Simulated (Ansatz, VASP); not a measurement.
**Br in VASP and in Ansatz**

```
CELL_PARAMETERS angstrom
2.85856 0.00000 0.00000
0.00000 2.85856 0.00000
0.00000 0.00000 2.85856
ATOMIC_POSITIONS crystal
Br 0.00000 0.00000 0.00000
```

Change from the starting cell: volume scaled by 0.78, LAPW.

Alike in both runs: task single point; functional PBE; k mesh 12 × 12 × 12; occupations fermi-dirac, width 0.1 eV; no spin polarisation.

|  | VASP | Ansatz |
| --- | --- | --- |
| version | VASP 6.6.1 | Ansatz 0.2.0 |
| potentials or method | VASP PAW PBE potentials, release 64 (Br), cutoff 520 eV | all-electron LAPW, scalar-relativistic |

```tsv
	VASP	Ansatz	Ansatz less VASP
pressure (GPa)	13.8	13.8	-0.01
```

Ansatz ran all-electron here, and VASP with PAW potentials.
